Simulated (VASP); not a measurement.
# MgS (pbe) (Fm-3m) in VASP: a series of runs, part 2 of 2

VASP 6.6.1.

### 3 Relaxation of cell and atoms, PBE

This run uses another cell than the first one, of 17.58 Å³/atom, 0.983 times its volume.

Contents of INCAR:

```
SYSTEM = MgS
PREC = Accurate ; ENCUT = 600
EDIFF = 1E-6 ; ISMEAR = 0
SIGMA = 0.02 ; LREAL = .False.
LASPH = .True. ; NELM = 100
ALGO = Normal ; ISIF = 3
LWAVE = .False. ; LCHARG = .False.
GGA = PE ; IBRION = 2
NSW = 100 ; EDIFFG = -0.002
```

Contents of KPOINTS:

```
regular mesh
0
Gamma
  6 6 6
  0 0 0
```

Contents of POSCAR:

```
MgS
1.0
    0.0000000000      2.6000000000      2.6000000000
    2.6000000000      0.0000000000      2.6000000000
    2.6000000000      2.6000000000      0.0000000000
Mg S
1 1
Direct
    0.0000000000      0.0000000000      0.0000000000
    0.5000000000      0.5000000000      0.5000000000
```

Potentials or basis: VASP PAW PBE potentials, release 64 (Mg, S).

Started as:

```console
$ cat potpaw_PBE.64/Mg/POTCAR potpaw_PBE.64/S/POTCAR > POTCAR
$ mpirun -np 1 vasp_std > vasp.out
```

OUTCAR:

```text
SYSTEM = MgS
   PREC = Accurate
   ENCUT = 600
   EDIFF = 1E-6
   ISMEAR = 0
   LREAL = .False.
   LASPH = .True.
   NELM = 100
   ISIF = 3
   GGA = PE
   IBRION = 2
   NSW = 100
   EDIFFG = -0.002

 ion  position               nearest neighbor table
   1  0.000  0.000  0.000-   2 2.60   2 2.60   2 2.60   2 2.60   2 2.60   2 2.60
   2  0.500  0.500  0.500-   1 2.60   1 2.60   1 2.60   1 2.60   1 2.60   1 2.60

  LATTYP: Found a face centered cubic cell.
 ALAT       =     5.2000000000

  Lattice vectors:

 A1 = (   0.0000000000,   2.6000000000,   2.6000000000)
 A2 = (   2.6000000000,   0.0000000000,   2.6000000000)
 A3 = (   2.6000000000,   2.6000000000,   0.0000000000)

Analysis of symmetry for initial positions (statically):
=====================================================================
 Subroutine PRICEL returns:
 Original cell was already a primitive cell.

 Routine SETGRP: Setting up the symmetry group for a
 face centered cubic supercell.

 Subroutine GETGRP returns: Found 48 space group operations
 (whereof 48 operations were pure point group operations)
 out of a pool of 48 trial point group operations.

The static configuration has the point symmetry O_h .

Analysis of symmetry for dynamics (positions and initial velocities):
=====================================================================
 Subroutine PRICEL returns:
 Original cell was already a primitive cell.

 Routine SETGRP: Setting up the symmetry group for a
 face centered cubic supercell.

 Subroutine GETGRP returns: Found 48 space group operations
 (whereof 48 operations were pure point group operations)
 out of a pool of 48 trial point group operations.

The dynamic configuration has the point symmetry O_h .

[... 93 lines left out ...]
   IBRION =      2    ionic relax: 0-MD 1-quasi-New 2-CG
   NFREE  =      1    steps in history (QN), initial steepest desc. (CG)
   ISIF   =      3    stress and relaxation
   ISYM   =      2    0-nonsym 1-usesym 2-fastsym
   POTIM  = 0.5000    time-step for ionic-motion
   TEBEG  =    0.0;   TEEND  =   0.0 temperature during run
   PSTRESS=    0.0 pullay stress
   NELECT =       8.0000    total number of electrons
   NUPDOWN=      -1.0000    fix difference up-down
   EMIN   =  10.00;   EMAX   =-10.00  energy-range for DOS
   EFERMI =   0.00;   METHOD = LEGACY
   ISMEAR =     0;   SIGMA  =   0.02  broadening in eV -4-tet -1-fermi 0-gaus
   EFERMI_NEDOS =   21; number of points for ismear=-14 and -15
   IALGO  =     38    algorithm
   IMIX   =      4    mixing-type and parameters
     AMIX     =   0.40;   BMIX     =  1.00
     AMIX_MAG =   1.60;   BMIX_MAG =  1.00
  volume/ion in A,a.u.               =      17.58       118.61
  Fermi-wavevector in a.u.,A,eV,Ry     =   0.999512  1.888804 13.592558  0.999025
  Thomas-Fermi vector in A             =   2.131807
   LORBIT       =      0    0 simple, 1 ext, 2 COOP (PROOUT), +10 PAW based schemes
   GGA     = PE    functional components
   LHFCALC =     F    Hartree Fock is set to
   AEXX    =    0.0000 exact exchange contribution
   IVDW    =     0    specifies the selected vdW correction
   LEPSILON=     F    determine dielectric tensor
   LRPA    =     F    only Hartree local field effects (RPA)
 conjugate gradient relaxation of ions
 non-spin polarized calculation
 Gauss-broadening in eV      SIGMA  =   0.02
  energy-cutoff  :      600.00
  volume of cell :       35.15
 maximum number of plane-waves:      1211
 NGX is ok and might be reduce to    30
   NGX = 15   NGY = 15   NGZ = 15

--------------------------------------- Ionic step        1  -------------------------------------------

 number of electron       7.9999999 magnetization

 Free energy of the ion-electron system (eV)
  ---------------------------------------------------
  ext. energy  EPLUGINS =         0.00000000
  ---------------------------------------------------
  free energy    TOTEN  =        -8.49916668 eV

  energy without entropy =       -8.49916668  energy(sigma->0) =       -8.49916668

------------------------ aborting loop because EDIFF is reached ----------------------------------------

  FORCE on cell =-STRESS in cart. coord.  units (eV):
  Direction    XX          YY          ZZ          XY          YZ          ZX
  --------------------------------------------------------------------------------------
  -------------------------------------------------------------------------------------
  Total        0.2332751      0.2332751      0.2332751     -0.0000000     -0.0000000      0.0000000
  in kB       10.6323423     10.6323423     10.6323423     -0.0000000     -0.0000000      0.0000000
  external PRESSURE =      10.6323423 kB  Pullay stress =       0.0000000 kB
[... 59 lines left out ...]
--------------------------------------- Ionic step        3  -------------------------------------------

 number of electron       7.9999999 magnetization

 Free energy of the ion-electron system (eV)
  ---------------------------------------------------
  ext. energy  EPLUGINS =         0.00000000
  ---------------------------------------------------
  free energy    TOTEN  =        -8.50075588 eV

  energy without entropy =       -8.50075588  energy(sigma->0) =       -8.50075588

 E-fermi :   3.7376     XC(G=0):  -9.6389

 val. band max:        3.6221265128   @ k =   0.0000   0.0000   0.0000
 cond. band min:       6.3701169756   @ k =   0.5000   0.5000   0.0000
 fundamental gap:      2.7479904627
 Fermi energy:         3.7376334874

 k-point     1 :       0.0000    0.0000    0.0000
  band No.  band energies     occupation
      1      -8.9775      2.00000
      2       3.6221      2.00000
      3       3.6221      2.00000
      4       3.6221      2.00000
      5       7.2393      0.00000
      6      11.5823      0.00000
      7      11.5823      0.00000
      8      11.5823      0.00000
[... 192 lines left out ...]
  FREE ENERGIE OF THE ION-ELECTRON SYSTEM (eV)
  ---------------------------------------------------
  free  energy   TOTEN  =        -8.5007558847 eV

  energy  without entropy=       -8.5007558847  energy(sigma->0) =       -8.50075588

 reached required accuracy - stopping structural energy minimisation
```

OSZICAR:

```text
N       E                     dE             d eps       ncg     rms          rms(c)
DAV:   1     0.238486174232E+02    0.23849E+02   -0.39489E+03   264   0.910E+02
DAV:   2    -0.773753296298E+01   -0.31586E+02   -0.29421E+02   352   0.108E+02
DAV:   3    -0.890162756290E+01   -0.11641E+01   -0.11641E+01   344   0.271E+01
DAV:   4    -0.890540871333E+01   -0.37812E-02   -0.37812E-02   360   0.178E+00
[... 17 lines left out ...]
       N       E                     dE             d eps       ncg     rms          rms(c)
DAV:   1    -0.850102587067E+01   -0.34789E-03   -0.56205E-03   288   0.489E-01    0.130E-01
DAV:   2    -0.850078127915E+01    0.24459E-03   -0.70292E-04   264   0.142E-01    0.415E-02
DAV:   3    -0.850075569383E+01    0.25585E-04   -0.14851E-04   304   0.677E-02    0.298E-02
DAV:   4    -0.850075588470E+01   -0.19087E-06   -0.10296E-06   208   0.922E-03
   3 F= -.85007559E+01 E0= -.85007559E+01  d E =-.158920E-02
```

Run time: 12 s. Hardware: 1 thread of Intel Xeon Platinum 8488C (Sapphire Rapids), shared host; peak memory 0.16 GiB.

What came out:

| Item | Value |
| --- | --- |
| Free energy | -8.5008 eV |
| Relaxed volume | 17.82 Å³/atom |
| Relaxed cell | a = 3.694 Å, b = 3.694 Å, c = 3.694 Å, α = 60.00°, β = 60.00°, γ = 60.00° |
| Space group after relaxing (to 0.05 Å) | Fm-3m (No. 225) |
| Energy gained by relaxing | 0.8 meV/atom |
| Ionic steps | 3 |
| Pressure after relaxing | 0.0 GPa |
| Band gap on the k mesh | 2.75 eV, indirect (least direct gap 3.62 eV) |

Step by step:
```csv
step,energy change (eV),largest force (eV/Å),pressure (GPa),volume (Å³)
1,0.0000,0.0000,1.06,35.15
2,-0.0015,0.0000,-0.23,35.75
3,-0.0016,0.0000,0.00,35.64
```

Final structure:
```yaml
crystal:
  lattice:
    - [0.00000, 2.61193, 2.61193]
    - [2.61193, 0.00000, 2.61193]
    - [2.61193, 2.61193, 0.00000]
  atoms:
    - { symbol: Mg, position: [0.00000, 0.00000, 0.00000] }
    - { symbol: S, position: [0.50000, 0.50000, 0.50000] }
```
